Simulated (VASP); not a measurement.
**AlN: single point with LDA**

Crystal: AlN.

```
Al N
1.0
    -1.63784    2.83682    0.00000
     0.00000    0.00000    4.10063
     4.91352    2.83682    0.00000
Al N
4 4
Direct
  0.29823 0.75000 0.14988
  0.00000 0.75000 0.66667
  0.00000 0.25000 0.33333
  0.50000 0.25000 0.83333
  0.50000 0.25000 0.16667
  0.00000 0.25000 0.66667
  0.00000 0.75000 0.33333
  0.50000 0.75000 0.83333
```

This cell differs from its parent crystal: atom 1 (Al) moved by +0.248 Å along [1 0 0] and -0.620 Å along [1 2 0].

| Property | Result |
| --- | --- |
| Program | VASP 6.6.1 |
| Task | single point |
| Functional | LDA |
| Potentials or basis | VASP PAW LDA potentials, release 64 (Al, N) |
| Cutoff | 520 eV |
| k mesh | 8 × 6 × 4 |
| Occupations | gaussian, width 0.05 eV |
| Spin | no spin polarisation |

```
Pressure               : 18.6 GPa
Largest force          : 21.103 eV/Å
Band gap on the k mesh : 2.76 eV
```

Forces on the atoms (eV/Å):
```
Al  -19.647   7.705   0.000
Al   -0.724  -0.792   0.000
Al    1.118  -0.687   0.000
Al   -0.088   0.404   0.000
N     0.378  -1.578   0.000
N     0.094   0.023   0.000
N    18.282  -4.471   0.000
N     0.586  -0.604   0.000
```

Stress tensor (GPa, compression positive):
```
 54.50 -10.80   0.00
-10.80  -0.50   0.00
  0.00   0.00   1.95
```

Levels at points of the mesh, in eV from the valence-band top:
```
           k point  band 14  band 15  band 16  band 17  band 18  band 19
(0.00, 0.00, 0.00)    -1.54    -1.05     0.00     2.76     3.88     4.39
(0.50, 0.00, 0.00)    -2.36    -2.26    -1.87     4.74     4.95     6.16
(0.00, 0.50, 0.00)    -1.99    -1.72    -1.65     4.29     4.71     5.83
(0.50, 0.50, 0.00)    -1.28    -1.07    -0.51     4.81     5.58     6.51
(0.00, 0.00, 0.50)    -1.37    -0.95    -0.95     3.70     5.00     5.72
(0.50, 0.00, 0.50)    -2.46    -1.72    -1.10     3.32     4.13     6.26
(0.00, 0.50, 0.50)    -1.94    -1.87    -1.59     4.14     4.72     5.45
(0.50, 0.50, 0.50)    -1.92    -1.84    -1.21     4.16     4.56     5.40
```

Wall time 82 s on 1 thread of Intel(R) Xeon(R) Platinum 8375C CPU @ 2.90GHz (Ice Lake), with other jobs on the host, peak memory 0.22 GiB.

Caveat: the cell differs from its parent crystal (atom 1 (Al) moved by +0.248 Å along [1 0 0] and -0.620 Å along [1 2 0]); the stress differs along the axes, from -0 to 54 GPa; forces of over 1 eV/Å act on the atoms, so gaps and moduli don't describe the material at rest. A k mesh can miss the band edges.
